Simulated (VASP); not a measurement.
# Na (Im-3m) in VASP: a series of runs, part 2 of 2

VASP 6.6.1. The steps go on from the part before.

**4. Single point, PBEsol (volume scaled by 1.08)**

Contents of INCAR:

```
ALGO = Normal
EDIFF = 1E-6
ENCUT = 520
GGA = PS
ISIF = 2
ISMEAR = -1
LASPH = True
LCHARG = False
LREAL = False
LWAVE = False
NBANDS = 10
NELM = 80
PREC = Accurate
SIGMA = 0.1
```

Contents of KPOINTS:

```
k-points
0
Gamma
  17 17 17
```

Contents of POSCAR:

```
Na
1.0
   -2.1389658285      2.1389658285      2.1389658285
    2.1389658285     -2.1389658285      2.1389658285
    2.1389658285      2.1389658285     -2.1389658285
Na
1
Direct
    0.0000000000      0.0000000000      0.0000000000
```

Potentials or basis: VASP PAW PBE potentials, release 64 (Na_pv).

Command:

```sh
> cat potpaw_PBE.64/Na_pv/POTCAR > POTCAR
> mpirun -np 1 vasp_std > vasp.out
```

OUTCAR:

```text
EDIFF = 1E-6
   ENCUT = 520
   GGA = PS
   ISIF = 2
   ISMEAR = -1
   LASPH = True
   LREAL = False
   NELM = 80
   PREC = Accurate

 ion  position               nearest neighbor table
   1  0.000  0.000  0.000-

  LATTYP: Found a body centered cubic cell.
 ALAT       =     4.2779316570

  Lattice vectors:

 A1 = (  -2.1389658285,   2.1389658285,   2.1389658285)
 A2 = (   2.1389658285,  -2.1389658285,   2.1389658285)
 A3 = (   2.1389658285,   2.1389658285,  -2.1389658285)
[... 488 lines left out ...]
      9      12.0376      0.00000
     10      14.3864      0.00000

 [... further k-points ...]

------------------------ aborting loop because EDIFF is reached ----------------------------------------

  FORCE on cell =-STRESS in cart. coord.  units (eV):
  Direction    XX          YY          ZZ          XY          YZ          ZX
  --------------------------------------------------------------------------------------
  -------------------------------------------------------------------------------------
  Total       -0.1278051     -0.1278051     -0.1278051      0.0000000      0.0000000     -0.0000000
  in kB       -5.2310320     -5.2310320     -5.2310320      0.0000000      0.0000000     -0.0000000
  external PRESSURE =      -5.2310320 kB  Pullay stress =       0.0000000 kB

 VOLUME and BASIS-vectors are now :
 -----------------------------------------------------------------------------
  energy-cutoff  :      520.00
  volume of cell :       39.14
      direct lattice vectors                 reciprocal lattice vectors
    -2.138965828  2.138965828  2.138965828     0.000000000  0.233757825  0.233757825
     2.138965828 -2.138965828  2.138965828     0.233757825  0.000000000  0.233757825
     2.138965828  2.138965828 -2.138965828     0.233757825  0.233757825  0.000000000

 POSITION                                       TOTAL-FORCE (eV/Angst)
 -----------------------------------------------------------------------------------
      0.00000      0.00000      0.00000         0.000000     -0.000000      0.000000
 -----------------------------------------------------------------------------------
    total drift:                                0.000000     -0.000000     -0.000000

  FREE ENERGIE OF THE ION-ELECTRON SYSTEM (eV)
  ---------------------------------------------------
  free  energy   TOTEN  =        -1.4023446798 eV

  energy  without entropy=       -1.3859207945  energy(sigma->0) =       -1.39413274
```

stdout:

```text
POSCAR found type information on POSCAR Na
 POSCAR found :  1 types and       1 ions
 scaLAPACK will be used
 -----------------------------------------------------------------------------
|                                                                             |
|                                                                             |
|     You enforced a specific xc type in the INCAR file but a different       |
|     I HOPE YOU KNOW WHAT YOU ARE DOING!                                     |
|                                                                             |
 -----------------------------------------------------------------------------

 LDA part: xc-table for (Slater+PW92), standard interpolation
 POSCAR, INCAR and KPOINTS ok, starting setup
 FFT: planning ... GRIDC
 FFT: planning ... GRID_SOFT
 FFT: planning ... GRID
 WAVECAR not read
 entering main loop
```

It took 31 s on 1 thread of Intel Xeon Platinum 8488C (Sapphire Rapids), shared host; peak memory 0.18 GiB.

What came out:

| Quantity | Value |
| --- | --- |
| Free energy | -1.4023 eV |
| Pressure | -0.5 GPa |

Caveat: the PAW data sets were made with another functional, which shifts forces and pressure a little.

**5. Single point, PBEsol (volume scaled by 1.12)**

Contents of INCAR:

```
SYSTEM = Na
PREC     = Accurate       ! precision mode
ENCUT    = 520            ! plane-wave cutoff, eV
EDIFF    = 1E-6           ! SCF threshold, eV
ISMEAR   = -1             ! smearing method
SIGMA    = 0.1            ! smearing width, eV
LREAL    = .False.        ! projectors in reciprocal space
LASPH    = .True.         ! aspherical terms in the spheres
NELM     = 100            ! most SCF steps
ALGO     = Normal         ! electronic algorithm
ISIF     = 2              ! what is computed and relaxed
LWAVE    = .False.        ! write WAVECAR
LCHARG   = .False.        ! write CHGCAR
GGA      = PS             ! functional
NBANDS   = 10             ! bands
```

Contents of KPOINTS:

```
Automatic mesh
0
Gamma
  17 17 17
  0 0 0
```

Contents of POSCAR:

```
Na
1.0
   -2.1650533487      2.1650533487      2.1650533487
    2.1650533487     -2.1650533487      2.1650533487
    2.1650533487      2.1650533487     -2.1650533487
Na
1
Direct
    0.0000000000      0.0000000000      0.0000000000
```

Command:

```sh
> cat potpaw_PBE.64/Na_pv/POTCAR > POTCAR
> mpirun -np 1 vasp_std > vasp.out
```

It took 36 s on 1 thread of Intel Xeon Platinum 8488C (Sapphire Rapids), shared host; peak memory 0.18 GiB.

Results (log left out):

```yaml
Free_energy: -1.3968 eV
Pressure: -0.7 GPa
```

Levels at points of the mesh, in eV from the Fermi level:
| k point | band 1 | band 2 | band 3 | band 4 | band 5 | band 6 | band 7 | band 8 | band 9 |
| --- | --- | --- | --- | --- | --- | --- | --- | --- | --- |
| (0.00, 0.00, 0.00) | -24.87 | -24.87 | -24.87 | -3.09 | 11.15 | 11.15 | 11.15 | 12.11 | 12.11 |

Caveat: the PAW data sets were made with another functional, which shifts forces and pressure a little.

**6. The runs side by side**

```csv
task,cell,k mesh,cutoff (eV),gap on the mesh (eV),pressure (GPa)
single point,"a = 3.658 Å, angles 109.5°, 1 atom",17 × 17 × 17,520,none,-0.3
relaxation of cell and atoms,"relaxed from a = 3.659 Å, angles 109.5°, 1 atom",11 × 11 × 11,600,none,0.0
single point,"a = 3.705 Å, angles 109.5°, 1 atom",17 × 17 × 17,520,none,-0.5
single point,"a = 3.750 Å, angles 109.5°, 1 atom",17 × 17 × 17,520,none,-0.7
```

Alike in all rows: level PBEsol; potentials or basis VASP PAW PBE potentials, release 64 (Na_pv); no spin polarisation; smearing fermi-dirac 0.1 eV.

Caveats: the PAW data sets were made with another functional, which shifts forces and pressure a little.

Total energies depend on the potentials used, so only differences within one code and one set of settings carry meaning.
